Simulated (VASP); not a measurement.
Input of a VASP 6.6.1 run:

File POSCAR:

```
AlCu3
1.0
    3.7132426282      0.0000000000      0.0000000000
    0.0000000000      3.7132426282      0.0000000000
    0.0000000000      0.0000000000      3.7132426282
Al Cu
1 3
Direct
    0.0000000000      0.0000000000      0.0000000000
    0.5000000000      0.5000000000      0.0000000000
    0.5000000000      0.0000000000      0.5000000000
    0.0000000000      0.5000000000      0.5000000000
```

INCAR.step1

```
SYSTEM = AlCu3
ALGO     = Normal         ! electronic algorithm
EDIFF    = 1E-4           ! SCF threshold, eV
ENCUT    = 520            ! plane-wave cutoff, eV
GGA      = PE             ! functional
ISMEAR   = 0              ! smearing method
LASPH    = .TRUE.         ! aspherical terms in the spheres
LCHARG   = .FALSE.        ! write CHGCAR
LREAL    = .FALSE.        ! projectors in reciprocal space
LWAVE    = .TRUE.         ! write WAVECAR
NBANDS   = 26             ! bands
NELM     = 100            ! most SCF steps
PREC     = Accurate       ! precision mode
SIGMA    = 0.1            ! smearing width, eV
```

The input INCAR.step2:

```
SYSTEM = AlCu3
ALGO     = Normal         ! electronic algorithm
EDIFF    = 1E-7           ! SCF threshold, eV
ENCUT    = 520            ! plane-wave cutoff, eV
ISIF     = 2              ! what is computed and relaxed
ISMEAR   = 0              ! smearing method
ISTART   = 1            
LASPH    = .TRUE.         ! aspherical terms in the spheres
LCHARG   = .FALSE.        ! write CHGCAR
LMIXTAU  = .TRUE.       
LREAL    = .FALSE.        ! projectors in reciprocal space
LWAVE    = .FALSE.        ! write WAVECAR
METAGGA  = R2SCAN         ! meta-GGA
NBANDS   = 26             ! bands
NELM     = 100            ! most SCF steps
PREC     = Accurate       ! precision mode
SIGMA    = 0.1            ! smearing width, eV
```

File KPOINTS:

```
k-points
0
G
  12 12 12
  0 0 0
```

Potentials or basis: VASP PAW PBE potentials, release 64 (Al, Cu).

Command:

```bash
$ cat potpaw_PBE.64/Al/POTCAR potpaw_PBE.64/Cu/POTCAR > POTCAR
$ cp INCAR.step1 INCAR
$ mpirun -np 1 vasp_std > vasp.out
$ cp INCAR.step2 INCAR
$ mpirun -np 1 vasp_std > vasp.out
```

Estimate the band gap on the k mesh.

zero (bands 18 and 19 overlap by 5.53 eV).

Estimate the pressure.

-7.3 GPa.

Caveat: the cell stands under tension; the PAW data sets were made with another functional, which shifts forces and pressure a little.
